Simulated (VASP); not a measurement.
# MgO (Fm-3m) in VASP: single point with LDA

Aim: the single point of MgO with LDA.

Everything below comes from runs of VASP 6.6.1. Logs are shortened: lines on timing, memory, paths and dates and some standing lists are left out, and cuts for length are marked.

### 1 The cell of the first run

Symmetry: Fm-3m, No. 225, cubic system. Conventional cell: a = 4.270 Å, b = 4.270 Å, c = 4.270 Å, α = 90.00°, β = 90.00°, γ = 90.00°. Mg (site symmetry m-3m) has 6 O at 2.14 Å within 2.8 Å. O (site symmetry m-3m) has 6 Mg at 2.14 Å within 2.8 Å.

### 2 Single point, LDA

Contents of INCAR:

```
  PREC = Accurate
  ENCUT = 750
  EDIFF = 1E-6
  ISMEAR = 0
  SIGMA = 0.05
  LREAL = F
  LASPH = T
  NELM = 120
  ALGO = Normal
  ISIF = 2
  LWAVE = F
  LCHARG = T
  GGA = CA
  LELF = T
  LVHAR = T
  NBANDS = 15
  GGA_COMPAT = F
```

Contents of KPOINTS:

```
Automatic mesh
0
Gamma
  10 10 10
```

Contents of POSCAR:

```
MgO
1.0
    0.0000000000      2.1351500000      2.1351500000
    2.1351500000      0.0000000000      2.1351500000
    2.1351500000      2.1351500000      0.0000000000
Mg O
1 1
Direct
    0.0000000000      0.0000000000      0.0000000000
    0.5000000000      0.5000000000      0.5000000000
```

Potentials or basis: VASP PAW LDA potentials, release 64 (Mg_sv, O).

On the command line:

```
$ cat potpaw_LDA.64/Mg_sv/POTCAR potpaw_LDA.64/O/POTCAR > POTCAR
$ mpirun -np 1 vasp_std > vasp.out
```

OUTCAR:

```text
PREC = Accurate
   ENCUT = 750
   EDIFF = 1E-6
   ISMEAR = 0
   LREAL = F
   LASPH = T
   NELM = 120
   ISIF = 2
   GGA = CA

 ion  position               nearest neighbor table
   1  0.000  0.000  0.000-
   2  0.500  0.500  0.500-

  LATTYP: Found a face centered cubic cell.
 ALAT       =     4.2703000000

  Lattice vectors:

 A1 = (   0.0000000000,   2.1351500000,   2.1351500000)
 A2 = (   2.1351500000,   0.0000000000,   2.1351500000)
 A3 = (   2.1351500000,   2.1351500000,   0.0000000000)

Analysis of symmetry for initial positions (statically):
=====================================================================
 Subroutine PRICEL returns:
 Original cell was already a primitive cell.

 Routine SETGRP: Setting up the symmetry group for a
 face centered cubic supercell.

 Subroutine GETGRP returns: Found 48 space group operations
 (whereof 48 operations were pure point group operations)
 out of a pool of 48 trial point group operations.

The static configuration has the point symmetry O_h .

Analysis of symmetry for dynamics (positions and initial velocities):
=====================================================================
 Subroutine PRICEL returns:
 Original cell was already a primitive cell.

 Routine SETGRP: Setting up the symmetry group for a
 face centered cubic supercell.

 Subroutine GETGRP returns: Found 48 space group operations
 (whereof 48 operations were pure point group operations)
 out of a pool of 48 trial point group operations.

The dynamic configuration has the point symmetry O_h .

 Subroutine INISYM returns: Found 48 space group operations
 (whereof 48 operations are pure point group operations),
 and found     1 'primitive' translations

----------------------------------------------------------------------------------------

                                     Primitive cell

  volume of cell :      19.4677

  direct lattice vectors                    reciprocal lattice vectors
     0.000000000  2.135150000  2.135150000    -0.234175585  0.234175585  0.234175585
     2.135150000  0.000000000  2.135150000     0.234175585 -0.234175585  0.234175585
     2.135150000  2.135150000  0.000000000     0.234175585  0.234175585 -0.234175585

  length of vectors
     3.019558088  3.019558088  3.019558088     0.405604011  0.405604011  0.405604011

  position of ions in fractional coordinates (direct lattice)
     0.000000000  0.000000000  0.000000000
     0.500000000  0.500000000  0.500000000

  ion indices of the primitive-cell ions
   primitive index   ion index
                 1           1
                 2           2

----------------------------------------------------------------------------------------

 KPOINTS: Automatic mesh

Automatic generation of k-mesh.
 Grid dimensions read from file:
 generate k-points for:   10   10   10

 Generating k-lattice:

  Cartesian coordinates                     Fractional coordinates (reciprocal lattice)
    -0.023417558  0.023417558  0.023417558     0.100000000  0.000000000  0.000000000
     0.023417558 -0.023417558  0.023417558     0.000000000  0.100000000  0.000000000
     0.023417558  0.023417558 -0.023417558     0.000000000  0.000000000  0.100000000

  Length of vectors
     0.040560401  0.040560401  0.040560401

  Shift w.r.t. Gamma in fractional coordinates (k-lattice)
     0.000000000  0.000000000  0.000000000

 Subroutine IBZKPT returns following result:
 ===========================================

 Found     47 irreducible k-points:

 Following reciprocal coordinates:
            Coordinates               Weight
  0.000000  0.000000  0.000000      1.000000
  0.100000  0.000000  0.000000      8.000000
  0.200000  0.000000  0.000000      8.000000
  0.300000  0.000000  0.000000      8.000000
  0.400000  0.000000  0.000000      8.000000
  0.500000  0.000000  0.000000      4.000000
[... 16 lines left out ...]
  0.300000  0.300000  0.000000      6.000000
  0.400000  0.300000  0.000000     24.000000
 [... further k-points ...]
   k-points           NKPTS =     47   k-points in BZ     NKDIM =     47   number of bands    NBANDS=     15
   number of dos      NEDOS =    301   number of ions     NIONS =      2
   total plane-waves  NPLWV =  21952
   dimension x,y,z NGX =    28 NGY =   28 NGZ =   28
   dimension x,y,z NGXF=    56 NGYF=   56 NGZF=   56
   ions per type =               1   1
   NGX,Y,Z   is equivalent  to a cutoff of  15.42, 15.42, 15.42 a.u.
   NGXF,Y,Z  is equivalent  to a cutoff of  30.83, 30.83, 30.83 a.u.
 SYSTEM =  unknown system
   PREC   = accura    normal or accurate (medium, high low for compatibility)
   ISTART =      0    job   : 0-new  1-cont  2-samecut
   ICHARG =      2    charge: 1-file 2-atom 10-const
   ISPIN  =      1    spin polarized calculation?
   LNONCOLLINEAR =      F non collinear calculations
   LSORBIT =      F    spin-orbit coupling
   LASPH  =      T    aspherical Exc in radial PAW
   ENCUT  =  750.0 eV  55.12 Ry    7.42 a.u.   6.74  6.74  6.74*2*pi/ulx,y,z
   NELM   =    120;   NELMIN=  2; NELMDL= -5     # of ELM steps
   EDIFF  = 0.1E-05   stopping-criterion for ELM
   LREAL  =      F    real-space projection
   EDIFFG = 0.1E-04   stopping-criterion for IOM
   NSW    =      0    number of steps for IOM
   IBRION =     -1    ionic relax: 0-MD 1-quasi-New 2-CG
   NFREE  =      0    steps in history (QN), initial steepest desc. (CG)
   ISIF   =      2    stress and relaxation
   ISYM   =      2    0-nonsym 1-usesym 2-fastsym
   POTIM  = 0.5000    time-step for ionic-motion
   TEBEG  =    0.0;   TEEND  =   0.0 temperature during run
   PSTRESS=    0.0 pullay stress
   NELECT =      16.0000    total number of electrons
   NUPDOWN=      -1.0000    fix difference up-down
   EMIN   =  10.00;   EMAX   =-10.00  energy-range for DOS
   EFERMI =   0.00;   METHOD = LEGACY
   ISMEAR =     0;   SIGMA  =   0.05  broadening in eV -4-tet -1-fermi 0-gaus
   EFERMI_NEDOS =   21; number of points for ismear=-14 and -15
   IALGO  =     38    algorithm
   IMIX   =      4    mixing-type and parameters
     AMIX     =   0.40;   BMIX     =  1.00
     AMIX_MAG =   1.60;   BMIX_MAG =  1.00
  volume/ion in A,a.u.               =       9.73        65.69
  Fermi-wavevector in a.u.,A,eV,Ry     =   1.533474  2.897846 31.994681  2.351543
  Thomas-Fermi vector in A             =   2.640536
   LORBIT       =      0    0 simple, 1 ext, 2 COOP (PROOUT), +10 PAW based schemes
   GGA     = CA    functional components
   LHFCALC =     F    Hartree Fock is set to
   AEXX    =    0.0000 exact exchange contribution
   IVDW    =     0    specifies the selected vdW correction
   LEPSILON=     F    determine dielectric tensor
   LRPA    =     F    only Hartree local field effects (RPA)
 non-spin polarized calculation
 Gauss-broadening in eV      SIGMA  =   0.05
  energy-cutoff  :      750.00
  volume of cell :       19.47
 maximum number of plane-waves:       934
   NGX = 13   NGY = 13   NGZ = 13

 number of electron      15.9999998 magnetization

 Free energy of the ion-electron system (eV)
  ---------------------------------------------------
  ext. energy  EPLUGINS =         0.00000000
  ---------------------------------------------------
  free energy    TOTEN  =       -13.18748955 eV

  energy without entropy =      -13.18748955  energy(sigma->0) =      -13.18748955

 E-fermi :   2.6601     XC(G=0): -11.7218

 val. band max:        2.2898911817   @ k =   0.0000   0.0000   0.0000
 cond. band min:       6.5717077171   @ k =   0.0000   0.0000   0.0000
 fundamental gap:      4.2818165355
 Fermi energy:         2.6601048632

 k-point     1 :       0.0000    0.0000    0.0000
  band No.  band energies     occupation
      1     -69.1858      2.00000
      2     -36.6547      2.00000
      3     -36.6547      2.00000
      4     -36.6547      2.00000
      5     -14.4862      2.00000
      6       2.2899      2.00000
      7       2.2899      2.00000
      8       2.2899      2.00000
      9       6.5717      0.00000
     10      17.5944      0.00000
     11      17.5944      0.00000
     12      17.5944      0.00000
     13      21.5136      0.00000
     14      23.1017      0.00000
     15      23.1017      0.00000

 k-point     2 :       0.1000    0.0000    0.0000
  band No.  band energies     occupation
      1     -69.1852      2.00000
      2     -36.6623      2.00000
      3     -36.6558      2.00000
      4     -36.6558      2.00000
      5     -14.3812      2.00000
      6       1.6388      2.00000
      7       2.2254      2.00000
      8       2.2254      2.00000
      9       7.2000      0.00000
     10      16.3802      0.00000
     11      17.8178      0.00000
     12      17.8178      0.00000
     13      22.2945      0.00000
     14      22.2945      0.00000
     15      23.0513      0.00000

 k-point     3 :       0.2000    0.0000    0.0000
  band No.  band energies     occupation
      1     -69.1833      2.00000
      2     -36.6816      2.00000
      3     -36.6578      2.00000
      4     -36.6578      2.00000
      5     -14.0929      2.00000
      6       0.3436      2.00000
      7       2.0625      2.00000
      8       2.0625      2.00000
      9       8.3804      0.00000
     10      14.8752      0.00000
     11      18.2426      0.00000
     12      18.2426      0.00000
     13      21.5918      0.00000
     14      21.5918      0.00000
     15      23.6142      0.00000

 k-point     4 :       0.3000    0.0000    0.0000
  band No.  band energies     occupation
      1     -69.1809      2.00000
      2     -36.7051      2.00000
      3     -36.6603      2.00000
      4     -36.6603      2.00000
      5     -13.7046      2.00000
      6      -0.9398      2.00000
      7       1.8707      2.00000
      8       1.8707      2.00000
      9       9.3214      0.00000
     10      14.1308      0.00000
     11      18.2704      0.00000
     12      18.2704      0.00000
     13      22.0506      0.00000
     14      22.0506      0.00000
     15      23.0038      0.00000
[... 307 lines left out ...]
 k-point    22 :      -0.2000    0.2000    0.0000
  band No.  band energies     occupation
      1     -69.1800      2.00000
      2     -36.7008      2.00000
      3     -36.6744      2.00000
      4     -36.6595      2.00000
      5     -13.5930      2.00000
      6      -0.7479      2.00000
      7       0.9962      2.00000
      8       1.8694      2.00000
      9      10.2326      0.00000
     10      13.7667      0.00000
     11      16.6735      0.00000
     12      19.2759      0.00000
     13      20.1941      0.00000
     14      22.8701      0.00000
     15      26.0562      0.00000

 k-point    23 :       0.3000    0.3000    0.0000
  band No.  band energies     occupation
      1     -69.1791      2.00000
      2     -36.6992      2.00000
      3     -36.6717      2.00000
      4     -36.6717      2.00000
      5     -13.5180      2.00000
      6      -0.7855      2.00000
      7       1.3817      2.00000
      8       1.3817      2.00000
      9      10.5925      0.00000
     10      12.4181      0.00000
     11      16.0007      0.00000
     12      19.4404      0.00000
     13      19.4404      0.00000
     14      25.6727      0.00000
     15      28.5441      0.00000

 k-point    24 :       0.4000    0.3000    0.0000
  band No.  band energies     occupation
      1     -69.1776      2.00000
      2     -36.7089      2.00000
      3     -36.6767      2.00000
      4     -36.6745      2.00000
      5     -13.2800      2.00000
      6      -1.1902      2.00000
      7       1.0263      2.00000
      8       1.2395      2.00000
      9      11.3034      0.00000
     10      12.1309      0.00000
     11      15.2086      0.00000
     12      19.6342      0.00000
     13      19.8382      0.00000
     14      26.3592      0.00000
     15      28.1857      0.00000

 [... further k-points ...]

------------------------ aborting loop because EDIFF is reached ----------------------------------------

  FORCE on cell =-STRESS in cart. coord.  units (eV):
  Direction    XX          YY          ZZ          XY          YZ          ZX
  --------------------------------------------------------------------------------------
  -------------------------------------------------------------------------------------
  Total       -1.4257394     -1.4257394     -1.4257394      0.0000000     -0.0000000     -0.0000000
  in kB     -117.3371605   -117.3371605   -117.3371605      0.0000000     -0.0000000     -0.0000000
  external PRESSURE =    -117.3371605 kB  Pullay stress =       0.0000000 kB

 VOLUME and BASIS-vectors are now :
 -----------------------------------------------------------------------------
  energy-cutoff  :      750.00
  volume of cell :       19.47
      direct lattice vectors                 reciprocal lattice vectors
     0.000000000  2.135150000  2.135150000    -0.234175585  0.234175585  0.234175585
     2.135150000  0.000000000  2.135150000     0.234175585 -0.234175585  0.234175585
     2.135150000  2.135150000  0.000000000     0.234175585  0.234175585 -0.234175585

 POSITION                                       TOTAL-FORCE (eV/Angst)
 -----------------------------------------------------------------------------------
      0.00000      0.00000      0.00000        -0.000000      0.000000      0.000000
      2.13515      2.13515      2.13515         0.000000      0.000000      0.000000
 -----------------------------------------------------------------------------------
    total drift:                                0.000000      0.000000      0.000000

  FREE ENERGIE OF THE ION-ELECTRON SYSTEM (eV)
  ---------------------------------------------------
  free  energy   TOTEN  =       -13.1874895529 eV

  energy  without entropy=      -13.1874895529  energy(sigma->0) =      -13.18748955
```

Run time: 18 s. Hardware: 1 thread of Intel Xeon Platinum 8259CL at 2.50GHz (Skylake/Cascade Lake), shared host; peak memory 0.15 GiB.

What came out:

| Item | Value |
| --- | --- |
| Free energy | -13.1875 eV |
| Pressure | -11.7 GPa |
| Band gap on the k mesh | 4.28 eV |

Levels at points of the mesh, in eV from the valence-band top:
| k point | band 6 | band 7 | band 8 | band 9 | band 10 | band 11 |
| --- | --- | --- | --- | --- | --- | --- |
| (0.00, 0.00, 0.00) | 0.00 | 0.00 | 0.00 | 4.28 | 15.30 | 15.30 |
| (0.50, 0.00, 0.00) | -4.51 | -0.62 | -0.62 | 7.49 | 11.96 | 15.60 |
| (0.50, 0.50, 0.00) | -3.96 | -1.31 | -1.31 | 8.85 | 9.30 | 12.47 |

Caveat: the cell stands under tension.
